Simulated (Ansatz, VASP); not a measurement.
One calculation of AsIr, two programs

```xyz
4
Lattice="4.4942 0.0000 0.0000 0.0000 2.9612 0.0000 0.0000 0.0000 4.7764" Properties=species:S:1:pos:R:3 pbc="T T T"
As    3.3706    0.0000    3.5185
As    1.1235    0.0000    1.2579
Ir    3.3706    1.4806    0.9115
Ir    1.1235    1.4806    3.8649
```

Alike in both runs: functional PBE; k mesh 10 × 16 × 10; occupations gaussian, width 0.1 eV; no spin polarisation.

Ansatz relaxed the structure, and its values are those at the end. VASP's run is a single point on that final structure, the one shown.

|  | VASP | Ansatz |
| --- | --- | --- |
| version | VASP 6.6.1 | Ansatz 0.2.0 |
| potentials or method | VASP PAW PBE potentials, release 64 (As, Ir), cutoff 520 eV | scalar-relativistic, plane waves, PAW |
| valence electrons in the cell | 28 | 64 |

```csv
,VASP,Ansatz,Ansatz less VASP
gap on the k mesh at the Fermi level (eV),none,none,-
pressure (GPa),0.5,0.0,-0.47
rms of the force components (eV/Å),0.019,0.003,-0.0158
```

A gap of «none» marks a metal or a gap that the smearing closes. VASP's potentials hold 28 valence electrons a cell and Ansatz's 64, so a difference there can come from the potentials and not from the codes.

Spin-orbit coupling is off throughout.
